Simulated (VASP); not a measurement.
The system is Au.

```xyz
1
Lattice="2.8395 0.0000 0.0000 -1.4197 2.4591 0.0000 0.0000 0.0000 2.7763" Properties=species:S:1:pos:R:3 pbc="T T T"
Au    0.0000    0.0000    0.0000
```

This isn't the form of Au at room conditions, which is fcc.

| Item | Value |
| --- | --- |
| Program | VASP 6.6.1 |
| Task | relaxation of cell and atoms |
| Functional | PBE |
| Potentials or basis | VASP PAW PBE potentials, release 64 (Au) |
| Cutoff | 600 eV |
| k mesh | 18 × 18 × 16 |
| Occupations | gaussian, width 0.1 eV |
| Spin | no spin polarisation |

At the start: pressure -0.6 GPa; volume 19.39 Å³/atom.

Where does the relaxation end?

Over 5 steps the energy falls by 2.2 meV/atom and the volume is 19.33 Å³/atom (-0.3 %); space group P6/mmm (No. 191, to 0.1 Å) before and after.

Step by step:
| step | energy change (eV) | largest force (eV/Å) | pressure (GPa) | volume (Å³) |
| --- | --- | --- | --- | --- |
| 1 | 0.0000 | 0.0000 | -0.57 | 19.39 |
| 2 | -0.0014 | 0.0000 | 1.06 | 19.19 |
| 3 | -0.0020 | 0.0000 | 0.44 | 19.26 |
| 4 | -0.0021 | 0.0000 | -0.31 | 19.38 |
| 5 | -0.0022 | 0.0000 | 0.00 | 19.33 |

Final structure:
```yaml
crystal:
  lattice:
    - [2.82299, 0.00000, 0.00000]
    - [-1.41149, 2.44478, 0.00000]
    - [0.00000, 0.00000, 2.80148]
  atoms:
    - { symbol: Au, position: [0.00000, 0.00000, 0.00000] }
```
